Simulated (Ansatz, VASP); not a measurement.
Two plane-wave programs on Si3N4

```xyz
14
Lattice="-3.2424 3.2424 3.2424 3.2424 -3.2424 3.2424 3.2424 3.2424 -3.2424" Properties=species:S:1:pos:R:3 pbc="T T T"
Si    2.4318    3.2424   -1.6212
Si   -1.6212    2.4318    3.2424
Si    0.8106    3.2424    1.6212
Si    1.6212    0.8106    3.2424
Si    3.2424   -1.6212    2.4318
Si    3.2424    1.6212    0.8106
N     1.8284    1.8284    1.8284
N     0.2071   -0.2071    3.0353
N     1.4141    4.6565   -1.4141
N     3.0353    0.2071   -0.2071
N    -1.4141    1.4141    4.6565
N     0.2071    0.2071    0.2071
N     4.6565   -1.4141    1.4141
N    -0.2071    3.0353    0.2071
```

Alike in both runs: functional r2SCAN; k mesh 6 × 6 × 6; occupations fermi-dirac, width 0.02 eV; no spin polarisation.

Ansatz relaxed the structure, and its values are those at the end. VASP's run is a single point on that final structure, the one shown.

|  | VASP | Ansatz |
| --- | --- | --- |
| version | VASP 6.6.1 | Ansatz 0.2.0 |
| potentials or method | VASP PAW PBE potentials, release 64 (Si, N), cutoff 520 eV | PAW plane waves |
| valence electrons in the cell | 64 | 64 |

VASP gave:

| Quantity | Value |
| --- | --- |
| gap on the k mesh at the Fermi level (eV) | 4.66 |
| pressure (GPa) | -5.3 |

Question: Estimate Ansatz's values.

Answer: gap on the k mesh at the Fermi level (eV): 4.66; pressure (GPa): -5.2.

VASP's potentials were made for PBE, not for r2SCAN. Ansatz's warnings: stress scf threshold loose.
